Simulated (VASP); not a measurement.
A run of VASP 6.6.1 is set up as follows.

Contents of INCAR:

```
SYSTEM = SiC
PREC     = Accurate       ! precision mode
ENCUT    = 600            ! plane-wave cutoff, eV
EDIFF    = 1E-6           ! SCF threshold, eV
ISMEAR   = 0              ! smearing method
SIGMA    = 0.02           ! smearing width, eV
LREAL    = .FALSE.        ! projectors in reciprocal space
LASPH    = .TRUE.         ! aspherical terms in the spheres
NELM     = 100            ! most SCF steps
ALGO     = Normal         ! electronic algorithm
ISIF     = 3              ! what is computed and relaxed
LWAVE    = .FALSE.        ! write WAVECAR
LCHARG   = .FALSE.        ! write CHGCAR
GGA      = PS             ! functional
IBRION   = 2              ! ionic algorithm
NSW      = 100            ! ionic steps
EDIFFG   = -0.005         ! ionic threshold
```

File KPOINTS:

```
Automatic mesh
0
G
  12 12 12
  0 0 0
```

POSCAR

```
SiC
1.0
    0.0000000000      2.1740000000      2.1740000000
    2.1740000000      0.0000000000      2.1740000000
    2.1740000000      2.1740000000      0.0000000000
Si C
1 1
Direct
    0.0000000000      0.0000000000      0.0000000000
    0.7500000000      0.7500000000      0.7500000000
```

Potentials or basis: VASP PAW PBE potentials, release 64 (Si, C).

Command:

```bash
$ cat potpaw_PBE.64/Si/POTCAR potpaw_PBE.64/C/POTCAR > POTCAR
$ mpirun -np 1 vasp_std > vasp.out
```

(1) What does it give for the space group after relaxing (to 0.05 Å)?

(2) Estimate the relaxed volume.

## Answers

(1) F-43m (No. 216).

(2) 10.35 Å³/atom.

Caveat: the PAW data sets were made with another functional, which shifts forces and pressure a little.
